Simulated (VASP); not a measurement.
Wanted: the native input for a VASP 6.6.1 run.

```
Task                   : single point
Functional             : r2SCAN
Potentials or basis    : VASP PAW PBE potentials, release 64 (Ir)
Cutoff                 : 520 eV
k mesh                 : 16 × 16 × 16
Occupations            : fermi-dirac, width 0.1 eV
Spin                   : no spin polarisation
Dipole correction      : no
Further INCAR settings : ALGO = Normal; EDIFF = 1e-06; NBANDS = 10
```

Crystal: Ir.

```
Ir
1.0
    -1.56443    1.56443    1.56443
     1.56443   -1.56443    1.56443
     1.56443    1.56443   -1.56443
Ir
1
Direct
  0.00000 0.00000 0.00000
```

This cell differs from its parent crystal: volume scaled by 1.04.

The input as run:

POSCAR

```
Ir
1.0
   -1.5644262002      1.5644262002      1.5644262002
    1.5644262002     -1.5644262002      1.5644262002
    1.5644262002      1.5644262002     -1.5644262002
Ir
1
Direct
    0.0000000000      0.0000000000      0.0000000000
```

INCAR.step1

```
  ALGO = Normal
  EDIFF = 1E-4
  ENCUT = 520
  GGA = PE
  ISMEAR = -1
  LASPH = T
  LCHARG = F
  LREAL = F
  LWAVE = T
  NBANDS = 10
  NELM = 100
  PREC = Accurate
  SIGMA = 0.1
```

INCAR.step2

```
  ALGO = Normal
  EDIFF = 1E-6
  ENCUT = 520
  ISIF = 2
  ISMEAR = -1
  ISTART = 1
  LASPH = T
  LCHARG = F
  LMIXTAU = T
  LREAL = F
  LWAVE = F
  METAGGA = R2SCAN
  NBANDS = 10
  NELM = 100
  PREC = Accurate
  SIGMA = 0.1
```

KPOINTS

```
k-points
0
Gamma
  16 16 16
```

Potentials or basis: VASP PAW PBE potentials, release 64 (Ir).

Command:

```sh
$ cat potpaw_PBE.64/Ir/POTCAR > POTCAR
$ cp INCAR.step1 INCAR
$ mpirun -np 1 vasp_std > vasp.out
$ cp INCAR.step2 INCAR
$ mpirun -np 1 vasp_std > vasp.out
```

Results of the run:

- Pressure: -9.8 GPa

Caveat: the PAW data sets were made with another functional, which shifts forces and pressure a little.

Wall time 120 s on 1 thread of AMD EPYC 7R43 64-Core Processor (Zen 3) (shared host), peak memory 0.11 GiB.
